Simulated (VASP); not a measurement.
# HfN: single point with PBE

The system is HfN.

```xyz
2
Lattice="0.0000 2.1146 2.2738 2.2738 0.0000 2.2738 2.2738 2.1146 0.0000" Properties=species:S:1:pos:R:3 pbc="T T T"
Hf    0.0000    0.0057    0.0000
N     2.2738    2.0425    2.2738
```

This cell differs from its parent crystal: mode 5 frozen in at -0.078 Å, normal strain along y -0.0700.

```
Program                : VASP 6.6.1
Task                   : single point
Functional             : PBE
Potentials or basis    : VASP PAW PBE potentials, release 64 (Hf_pv, N)
Cutoff                 : 520 eV
k mesh                 : 16 × 16 × 16
Occupations            : gaussian, width 0.15 eV
Spin                   : no spin polarisation
Dipole correction      : no
Further INCAR settings : ALGO = Normal; EDIFF = 1e-07; NBANDS = 14
```

```json
{
 "Pressure": "25.5 GPa",
 "Largest force": "1.858 eV/Å"
}
```

Forces in eV/Å, atoms in the order of the input:
```
Hf   0.000 -1.858  0.000
N    0.000  1.858  0.000
```

Stress tensor (GPa, compression positive):
```
 6.62  0.00  0.00
 0.00 63.12  0.00
 0.00  0.00  6.62
```

Levels at points of the mesh, in eV from the Fermi level:
| k point | band 5 | band 6 | band 7 | band 8 | band 9 | band 10 | band 11 | band 12 |
| --- | --- | --- | --- | --- | --- | --- | --- | --- |
| (0.00, 0.00, 0.00) | -3.38 | -3.38 | -2.86 | -0.49 | -0.49 | 0.22 | 1.09 | 1.52 |
| (0.50, 0.00, 0.00) | -9.21 | -6.55 | -6.49 | 3.30 | 3.98 | 4.37 | 4.67 | 8.47 |
| (0.50, 0.50, 0.00) | -5.67 | -4.52 | -3.33 | -3.24 | 3.92 | 5.41 | 6.37 | 6.68 |
| (0.50, 0.00, 0.50) | -4.74 | -4.21 | -3.97 | -3.97 | 4.46 | 5.90 | 5.90 | 6.16 |

Wall time 84 s on 1 thread of AMD EPYC 7R43 64-Core Processor (Zen 3), on a shared host, peak memory 0.2 GiB.

Caveat: the cell differs from its parent crystal (mode 5 frozen in at -0.078 Å, normal strain along y -0.0700); spin-orbit coupling is left out, which moves the levels of the heavy elements; forces of over 1 eV/Å act on the atoms, so gaps and moduli don't describe the material at rest.
